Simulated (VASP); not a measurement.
# AlRu (P4/mmm) in VASP: notebook

Runs on AlRu. Level: PBE. Tasks: single point.

Program: VASP 6.6.1. These are calculated values, not measurements. Logs are shortened: lines on timing, memory, paths and dates and some standing lists are left out, and cuts for length are marked.

### Step 1. The cell of the first run

It takes space group P4/mmm (No. 123, tetragonal). Conventional cell: a = 3.004 Å, b = 3.004 Å, c = 2.914 Å, α = 90.00°, β = 90.00°, γ = 90.00°. Al (site symmetry 4/mmm) has 8 Ru at 2.58 Å and 6 Al at 2.91 to 3.00 Å within 3.4 Å. Ru (site symmetry 4/mmm) has 8 Al at 2.58 Å and 6 Ru at 2.91 to 3.00 Å within 3.4 Å.

### Step 2. Single point, PBE (strain -0.0300 x Voigt [0, 1, 0, 0, 0, 0])

Input file INCAR:

```
ALGO = Fast
EDIFF = 1E-6
ENCUT = 520
GGA = PE
ISIF = 2
ISMEAR = 0
LASPH = True
LCHARG = False
LREAL = False
LWAVE = False
NBANDS = 16
NELM = 80
PREC = Accurate
SIGMA = 0.15
```

Input file KPOINTS:

```
k-points
0
Gamma
  20 20 20
```

Input file POSCAR:

```
AlRu
1.0
    3.0040847246      0.0000000000      0.0000000000
    0.0000000000      2.9139621829      0.0000000000
    0.0000000000      0.0000000000      3.0040847246
Al Ru
1 1
Direct
    0.0000000000      0.0000000000      0.0000000000
    0.5000000000      0.5000000000      0.5000000000
```

Potentials or basis: VASP PAW PBE potentials, release 64 (Al, Ru_pv).

Command:

```bash
$ cat potpaw_PBE.64/Al/POTCAR potpaw_PBE.64/Ru_pv/POTCAR > POTCAR
$ mpirun -np 1 vasp_std > vasp.out
```

OUTCAR:

```text
EDIFF = 1E-6
   ENCUT = 520
   GGA = PE
   ISIF = 2
   ISMEAR = 0
   LASPH = True
   LREAL = False
   NELM = 80
   PREC = Accurate

 ion  position               nearest neighbor table
   1  0.000  0.000  0.000-   2 2.58   2 2.58   2 2.58   2 2.58   2 2.58   2 2.58   2 2.58   2 2.58

   2  0.500  0.500  0.500-   1 2.58   1 2.58   1 2.58   1 2.58   1 2.58   1 2.58   1 2.58   1 2.58

  LATTYP: Found a simple tetragonal cell.
 ALAT       =     3.0040847246
 C/A-ratio  =     0.9700000000

  Lattice vectors:

 A1 = (  -3.0040847246,   0.0000000000,   0.0000000000)
 A2 = (   0.0000000000,   0.0000000000,   3.0040847246)
 A3 = (   0.0000000000,   2.9139621829,   0.0000000000)

Analysis of symmetry for initial positions (statically):
=====================================================================
 Subroutine PRICEL returns:
 Original cell was already a primitive cell.

 Routine SETGRP: Setting up the symmetry group for a
 simple tetragonal supercell.

 Subroutine GETGRP returns: Found 16 space group operations
 (whereof 16 operations were pure point group operations)
 out of a pool of 16 trial point group operations.

The static configuration has the point symmetry D_4h.

Analysis of symmetry for dynamics (positions and initial velocities):
=====================================================================
 Subroutine PRICEL returns:
 Original cell was already a primitive cell.

 Routine SETGRP: Setting up the symmetry group for a
 simple tetragonal supercell.

 Subroutine GETGRP returns: Found 16 space group operations
 (whereof 16 operations were pure point group operations)
 out of a pool of 16 trial point group operations.

The dynamic configuration has the point symmetry D_4h.

 Subroutine INISYM returns: Found 16 space group operations
 (whereof 16 operations are pure point group operations),
 and found     1 'primitive' translations

----------------------------------------------------------------------------------------

                                     Primitive cell

  volume of cell :      26.2971

  direct lattice vectors                    reciprocal lattice vectors
     3.004084725  0.000000000  0.000000000     0.332880092  0.000000000  0.000000000
     0.000000000  2.913962183  0.000000000     0.000000000  0.343175353  0.000000000
     0.000000000  0.000000000  3.004084725     0.000000000  0.000000000  0.332880092

  length of vectors
     3.004084725  2.913962183  3.004084725     0.332880092  0.343175353  0.332880092

  position of ions in fractional coordinates (direct lattice)
     0.000000000  0.000000000  0.000000000
     0.500000000  0.500000000  0.500000000

  ion indices of the primitive-cell ions
   primitive index   ion index
                 1           1
                 2           2

----------------------------------------------------------------------------------------

 KPOINTS: k-points

Automatic generation of k-mesh.
 Grid dimensions read from file:
 generate k-points for:   20   20   20

 Generating k-lattice:

  Cartesian coordinates                     Fractional coordinates (reciprocal lattice)
     0.016644005  0.000000000  0.000000000     0.050000000  0.000000000  0.000000000
     0.000000000  0.017158768  0.000000000     0.000000000  0.050000000  0.000000000
     0.000000000  0.000000000  0.016644005     0.000000000  0.000000000  0.050000000

  Length of vectors
     0.016644005  0.017158768  0.016644005

  Shift w.r.t. Gamma in fractional coordinates (k-lattice)
     0.000000000  0.000000000  0.000000000

 Subroutine IBZKPT returns following result:
 ===========================================

 Found    726 irreducible k-points:

 Following reciprocal coordinates:
            Coordinates               Weight
  0.000000  0.000000  0.000000      1.000000
  0.050000  0.000000  0.000000      4.000000
  0.100000  0.000000  0.000000      4.000000
  0.150000  0.000000  0.000000      4.000000
  0.200000  0.000000  0.000000      4.000000
  0.250000  0.000000  0.000000      4.000000
[... 16 lines left out ...]
  0.000000  0.100000  0.000000      2.000000
  0.050000  0.100000  0.000000      8.000000
 [... further k-points ...]
   k-points           NKPTS =    726   k-points in BZ     NKDIM =    726   number of bands    NBANDS=     16
   number of dos      NEDOS =    301   number of ions     NIONS =      2
   total plane-waves  NPLWV =  13824
   dimension x,y,z NGX =    24 NGY =   24 NGZ =   24
   dimension x,y,z NGXF=    48 NGYF=   48 NGZF=   48
   ions per type =               1   1
   NGX,Y,Z   is equivalent  to a cutoff of  13.28, 13.69, 13.28 a.u.
   NGXF,Y,Z  is equivalent  to a cutoff of  26.56, 27.38, 26.56 a.u.
 SYSTEM =  unknown system
   PREC   = accura    normal or accurate (medium, high low for compatibility)
   ISTART =      0    job   : 0-new  1-cont  2-samecut
   ICHARG =      2    charge: 1-file 2-atom 10-const
   ISPIN  =      1    spin polarized calculation?
   LNONCOLLINEAR =      F non collinear calculations
   LSORBIT =      F    spin-orbit coupling
   LASPH  =      T    aspherical Exc in radial PAW
   ENCUT  =  520.0 eV  38.22 Ry    6.18 a.u.   5.59  5.42  5.59*2*pi/ulx,y,z
   NELM   =     80;   NELMIN=  2; NELMDL= -5     # of ELM steps
   EDIFF  = 0.1E-05   stopping-criterion for ELM
   LREAL  =      F    real-space projection
[... 7 lines left out ...]
   TEBEG  =    0.0;   TEEND  =   0.0 temperature during run
   PSTRESS=    0.0 pullay stress
   NELECT =      17.0000    total number of electrons
   NUPDOWN=      -1.0000    fix difference up-down
   EMIN   =  10.00;   EMAX   =-10.00  energy-range for DOS
   EFERMI =   0.00;   METHOD = LEGACY
   ISMEAR =     0;   SIGMA  =   0.15  broadening in eV -4-tet -1-fermi 0-gaus
   EFERMI_NEDOS =   21; number of points for ismear=-14 and -15
   IALGO  =     68    algorithm
   IMIX   =      4    mixing-type and parameters
     AMIX     =   0.40;   BMIX     =  1.00
     AMIX_MAG =   1.60;   BMIX_MAG =  1.00
  volume/ion in A,a.u.               =      13.15        88.73
  Fermi-wavevector in a.u.,A,eV,Ry     =   1.415539  2.674980 27.262667  2.003750
  Thomas-Fermi vector in A             =   2.536967
   LORBIT       =      0    0 simple, 1 ext, 2 COOP (PROOUT), +10 PAW based schemes
   GGA     = PE    functional components
   LHFCALC =     F    Hartree Fock is set to
   AEXX    =    0.0000 exact exchange contribution
   IVDW    =     0    specifies the selected vdW correction
   LEPSILON=     F    determine dielectric tensor
   LRPA    =     F    only Hartree local field effects (RPA)
 non-spin polarized calculation
 RMM-DIIS sequential band-by-band and
 Gauss-broadening in eV      SIGMA  =   0.15
  energy-cutoff  :      520.00
  volume of cell :       26.30
 maximum number of plane-waves:       731
 NGX is ok and might be reduce to    24
   NGX = 11   NGY = 11   NGZ = 11

 number of electron      17.0000000 magnetization

 Free energy of the ion-electron system (eV)
  ---------------------------------------------------
  ext. energy  EPLUGINS =         0.00000000
  ---------------------------------------------------
  free energy    TOTEN  =       -14.24158566 eV

  energy without entropy =      -14.22359506  energy(sigma->0) =      -14.23259036

 E-fermi :  10.9752     XC(G=0): -12.6586

 val. band max:       10.9742401379   @ k =   0.4000   0.3500   0.4000
 cond. band min:      10.9752946672   @ k =   0.1500   0.1000   0.0500
 fundamental gap:      0.0010545293
 Fermi energy:        10.9752433510

 k-point     1 :       0.0000    0.0000    0.0000
  band No.  band energies     occupation
      1     -30.8127      2.00000
      2     -30.8127      2.00000
      3     -30.7739      2.00000
      4       1.1913      2.00000
      5       7.3011      2.00000
      6       7.3089      2.00000
[... 8 lines left out ...]
     15      23.0902      0.00000
     16      26.4616      0.00000

 k-point     2 :       0.0500    0.0000    0.0000
  band No.  band energies     occupation
      1     -30.8177      2.00000
      2     -30.8123      2.00000
      3     -30.7735      2.00000
      4       1.2394      2.00000
      5       7.3174      2.00000
      6       7.3245      2.00000
[... 8 lines left out ...]
     15      23.0903      0.00000
     16      26.5901      0.00000

 k-point     3 :       0.1000    0.0000    0.0000
  band No.  band energies     occupation
      1     -30.8323      2.00000
      2     -30.8110      2.00000
      3     -30.7723      2.00000
      4       1.3826      2.00000
      5       7.3583      2.00000
      6       7.3722      2.00000
[... 8 lines left out ...]
     15      23.0906      0.00000
     16      26.9957      0.00000

 k-point     4 :       0.1500    0.0000    0.0000
  band No.  band energies     occupation
      1     -30.8550      2.00000
      2     -30.8091      2.00000
      3     -30.7705      2.00000
      4       1.6176      2.00000
      5       7.4023      2.00000
      6       7.4501      2.00000
[... 8 lines left out ...]
     15      23.2684      0.00000
     16      27.7104      0.00000

 k-point     5 :       0.2000    0.0000    0.0000
  band No.  band energies     occupation
      1     -30.8834      2.00000
      2     -30.8067      2.00000
      3     -30.7682      2.00000
      4       1.9393      2.00000
      5       7.4166      2.00000
      6       7.5512      2.00000
[... 8 lines left out ...]
     15      23.6877      0.00000
     16      28.2500      0.00000

 k-point     6 :       0.2500    0.0000    0.0000
  band No.  band energies     occupation
      1     -30.9148      2.00000
      2     -30.8040      2.00000
      3     -30.7656      2.00000
      4       2.3405      2.00000
      5       7.3548      2.00000
      6       7.6676      2.00000
[... 8 lines left out ...]
     15      23.9917      0.00000
     16      27.3452      0.00000
[... 267 lines left out ...]
 k-point    21 :       0.4500    0.0500    0.0000
  band No.  band energies     occupation
      1     -31.0098      2.00000
      2     -30.7952      2.00000
      3     -30.7642      2.00000
      4       4.5690      2.00000
      5       5.8316      2.00000
      6       8.0925      2.00000
[... 8 lines left out ...]
     15      23.9910      0.00000
     16      25.1563      0.00000

 k-point    22 :       0.5000    0.0500    0.0000
  band No.  band energies     occupation
      1     -31.0147      2.00000
      2     -30.7948      2.00000
      3     -30.7638      2.00000
      4       5.0805      2.00000
      5       5.3339      2.00000
      6       8.1156      2.00000
[... 8 lines left out ...]
     15      23.6356      0.00000
     16      25.1370      0.00000

 k-point    23 :       0.0000    0.1000    0.0000
  band No.  band energies     occupation
      1     -30.8104      2.00000
      2     -30.8104      2.00000
      3     -30.8002      2.00000
      4       1.3929      2.00000
      5       7.3766      2.00000
      6       7.4007      2.00000
[... 8 lines left out ...]
     15      23.0912      0.00000
     16      27.2220      0.00000

 k-point    24 :       0.0500    0.1000    0.0000
  band No.  band energies     occupation
      1     -30.8154      2.00000
      2     -30.8100      2.00000
      3     -30.7998      2.00000
      4       1.4403      2.00000
      5       7.3926      2.00000
      6       7.4182      2.00000
[... 8 lines left out ...]
     15      23.0912      0.00000
     16      27.3159      0.00000

 [... further k-points ...]
[... 5 lines left out ...]
  --------------------------------------------------------------------------------------
  -------------------------------------------------------------------------------------
  Total        0.7835808      1.7229278      0.7835808      0.0000000      0.0000000      0.0000000
  in kB       47.7404069    104.9710156     47.7404069      0.0000000      0.0000000      0.0000000
  external PRESSURE =      66.8172764 kB  Pullay stress =       0.0000000 kB

 VOLUME and BASIS-vectors are now :
 -----------------------------------------------------------------------------
  energy-cutoff  :      520.00
  volume of cell :       26.30
      direct lattice vectors                 reciprocal lattice vectors
     3.004084725  0.000000000  0.000000000     0.332880092  0.000000000  0.000000000
     0.000000000  2.913962183  0.000000000     0.000000000  0.343175353  0.000000000
     0.000000000  0.000000000  3.004084725     0.000000000  0.000000000  0.332880092

 POSITION                                       TOTAL-FORCE (eV/Angst)
 -----------------------------------------------------------------------------------
      0.00000      0.00000      0.00000         0.000000      0.000000      0.000000
      1.50204      1.45698      1.50204         0.000000      0.000000      0.000000
 -----------------------------------------------------------------------------------
    total drift:                                0.000000     -0.000000     -0.000000

  FREE ENERGIE OF THE ION-ELECTRON SYSTEM (eV)
  ---------------------------------------------------
  free  energy   TOTEN  =       -14.2415856559 eV

  energy  without entropy=      -14.2235950595  energy(sigma->0) =      -14.23259036
```

Wall time 67 s (1 thread of Intel Xeon 6975P-C (Granite Rapids), shared host); peak memory 0.38 GiB.

Results:

| Quantity | Value |
| --- | --- |
| Free energy | -14.2416 eV |
| Pressure | 6.7 GPa |
| Band gap on the k mesh | zero (an odd number of electrons rules out a gap without spin polarisation) |

Stress tensor (GPa, compression positive):
```
 4.77  0.00  0.00
 0.00 10.50  0.00
 0.00  0.00  4.77
```

Caveat: the cell differs from its parent crystal (strain -0.0300 x Voigt [0, 1, 0, 0, 0, 0]); the stress differs along the axes, from 5 to 10 GPa.

### Step 3. Single point, PBE (strain -0.0150 x Voigt [0, 1, 0, 0, 0, 0])

Input file INCAR:

```
PREC = Accurate
ENCUT = 520
EDIFF = 1E-6
ISMEAR = 0
SIGMA = 0.15
LREAL = F
LASPH = T
NELM = 100
ALGO = Fast
ISIF = 2
LWAVE = F
LCHARG = F
GGA = PE
NBANDS = 16
```

Input file KPOINTS:

```
Automatic mesh
0
Gamma
  20 20 20
```

Edit POSCAR of step 2 so:

```diff
@@ -3,3 +3,3 @@
     3.0040847246      0.0000000000      0.0000000000
-    0.0000000000      2.9139621829      0.0000000000
+    0.0000000000      2.9590234537      0.0000000000
     0.0000000000      0.0000000000      3.0040847246
```

Potentials or basis: VASP PAW PBE potentials, release 64 (Al, Ru_pv).

Command:

```bash
$ cat potpaw_PBE.64/Al/POTCAR potpaw_PBE.64/Ru_pv/POTCAR > POTCAR
$ mpirun -np 1 vasp_std > vasp.out
```

It took 66 s on 1 thread of Intel Xeon 6975P-C (Granite Rapids), shared host; peak memory 0.38 GiB.

Results (log left out):

```yaml
Free_energy: -14.2612 eV
Pressure: 3.2 GPa
Band_gap_on_the_k_mesh: zero (an odd number of electrons rules out a gap without spin polarisation)
```

Stress tensor (GPa, compression positive):
```
2.27 0.00 0.00
0.00 4.94 0.00
0.00 0.00 2.27
```

Levels at points of the mesh, in eV from the Fermi level:
```tsv
k point	band 6	band 7	band 8	band 9	band 10	band 11	band 12	band 13
(0.00, 0.00, 0.00)	-3.58	0.12	0.21	0.21	5.94	5.94	6.41	10.96
(0.50, 0.00, 0.00)	-2.79	-1.66	-1.49	0.46	2.22	7.45	10.92	11.32
(0.00, 0.50, 0.00)	-2.73	-1.67	-1.67	0.39	2.48	7.44	10.92	10.92
(0.50, 0.50, 0.00)	-1.39	-1.28	-1.24	-1.19	1.57	5.41	6.29	10.50
(0.50, 0.00, 0.50)	-1.42	-1.42	-1.08	-1.08	1.48	5.19	6.20	10.86
(0.50, 0.50, 0.50)	-4.63	1.58	1.69	2.60	4.11	4.11	4.21	8.42
```

Caveat: the cell differs from its parent crystal (strain -0.0150 x Voigt [0, 1, 0, 0, 0, 0]); the cell stands under pressure.

### Step 4. Single point, PBE (strain +0.0150 x Voigt [0, 1, 0, 0, 0, 0])

Input file INCAR:

```
SYSTEM = AlRu
ALGO = Fast ; EDIFF = 1E-6
ENCUT = 520 ; GGA = PE
ISIF = 2 ; ISMEAR = 0
LASPH = .TRUE. ; LCHARG = .TRUE.
LELF = .TRUE. ; LREAL = .FALSE.
LVHAR = .TRUE. ; LWAVE = .FALSE.
NBANDS = 16 ; NELM = 60
PREC = Accurate ; SIGMA = 0.15
```

Input file KPOINTS:

```
k-points
0
G
  20 20 20
  0 0 0
```

Edit POSCAR of step 3 so:

```diff
@@ -3,3 +3,3 @@
     3.0040847246      0.0000000000      0.0000000000
-    0.0000000000      2.9590234537      0.0000000000
+    0.0000000000      3.0491459955      0.0000000000
     0.0000000000      0.0000000000      3.0040847246
```

Potentials or basis: VASP PAW PBE potentials, release 64 (Al, Ru_pv).

Command:

```bash
$ cat potpaw_PBE.64/Al/POTCAR potpaw_PBE.64/Ru_pv/POTCAR > POTCAR
$ mpirun -np 1 vasp_std > vasp.out
```

OUTCAR:

```text
SYSTEM = AlRu
   EDIFF = 1E-6
   ENCUT = 520
   GGA = PE
   ISIF = 2
   ISMEAR = 0
   LASPH = .TRUE.
   LREAL = .FALSE.
   NELM = 60
   PREC = Accurate

 ion  position               nearest neighbor table
   1  0.000  0.000  0.000-   2 2.61   2 2.61   2 2.61   2 2.61   2 2.61   2 2.61   2 2.61   2 2.61

   2  0.500  0.500  0.500-   1 2.61   1 2.61   1 2.61   1 2.61   1 2.61   1 2.61   1 2.61   1 2.61

  LATTYP: Found a simple tetragonal cell.
 ALAT       =     3.0040847246
 C/A-ratio  =     1.0150000000

  Lattice vectors:

 A1 = (  -3.0040847246,   0.0000000000,   0.0000000000)
[... 630 lines left out ...]
      6       6.9960      2.00000
[... 8 lines left out ...]
     15      22.4600      0.00000
     16      25.6179      0.00000

 [... further k-points ...]
[... 5 lines left out ...]
  --------------------------------------------------------------------------------------
  -------------------------------------------------------------------------------------
  Total       -0.3745086     -0.7795405     -0.3745086      0.0000000      0.0000000      0.0000000
  in kB      -21.8056874    -45.3885900    -21.8056874      0.0000000      0.0000000      0.0000000
  external PRESSURE =     -29.6666549 kB  Pullay stress =       0.0000000 kB

 VOLUME and BASIS-vectors are now :
 -----------------------------------------------------------------------------
  energy-cutoff  :      520.00
  volume of cell :       27.52
      direct lattice vectors                 reciprocal lattice vectors
     3.004084725  0.000000000  0.000000000     0.332880092  0.000000000  0.000000000
     0.000000000  3.049145995  0.000000000     0.000000000  0.327960682  0.000000000
     0.000000000  0.000000000  3.004084725     0.000000000  0.000000000  0.332880092

 POSITION                                       TOTAL-FORCE (eV/Angst)
 -----------------------------------------------------------------------------------
      0.00000      0.00000      0.00000         0.000000      0.000000      0.000000
      1.50204      1.52457      1.50204         0.000000      0.000000      0.000000
 -----------------------------------------------------------------------------------
    total drift:                                0.000000     -0.000000     -0.000000

  FREE ENERGIE OF THE ION-ELECTRON SYSTEM (eV)
  ---------------------------------------------------
  free  energy   TOTEN  =       -14.2616779345 eV

  energy  without entropy=      -14.2422299466  energy(sigma->0) =      -14.25195394
```

stdout:

```text
POSCAR found type information on POSCAR AlRu
 POSCAR found :  2 types and       2 ions
 scaLAPACK will be used
 LDA part: xc-table for (Slater+PW92), standard interpolation
 POSCAR, INCAR and KPOINTS ok, starting setup
 FFT: planning ... GRIDC
 FFT: planning ... GRID_SOFT
 FFT: planning ... GRID
 WAVECAR not read
 entering main loop
```

It took 66 s on 1 thread of Intel Xeon 6975P-C (Granite Rapids), shared host; peak memory 0.39 GiB.

Results:

```yaml
Free_energy: -14.2617 eV
Pressure: -3.0 GPa
Band_gap_on_the_k_mesh: zero (an odd number of electrons rules out a gap without spin polarisation)
```

Stress tensor (GPa, compression positive):
```
-2.18  0.00  0.00
 0.00 -4.54  0.00
 0.00  0.00 -2.18
```

Levels at points of the mesh, in eV from the Fermi level:
```
           k point  band 7  band 8  band 9  band 10  band 11  band 12
(0.00, 0.00, 0.00)    0.14    0.14    0.23     5.65     6.10     6.10
(0.50, 0.00, 0.00)   -1.66   -1.49    0.39     2.28     7.45    10.64
(0.00, 0.50, 0.00)   -1.48   -1.48    0.45     2.03     7.48    11.02
(0.50, 0.50, 0.00)   -1.32   -1.09   -1.05     1.44     5.08     5.93
(0.50, 0.00, 0.50)   -1.29   -1.20   -1.20     1.53     5.27     6.02
(0.50, 0.50, 0.50)    1.51    1.61    2.41     4.02     4.11     4.11
```

Caveat: the cell differs from its parent crystal (strain +0.0150 x Voigt [0, 1, 0, 0, 0, 0]).

[end of part 1 of 2]
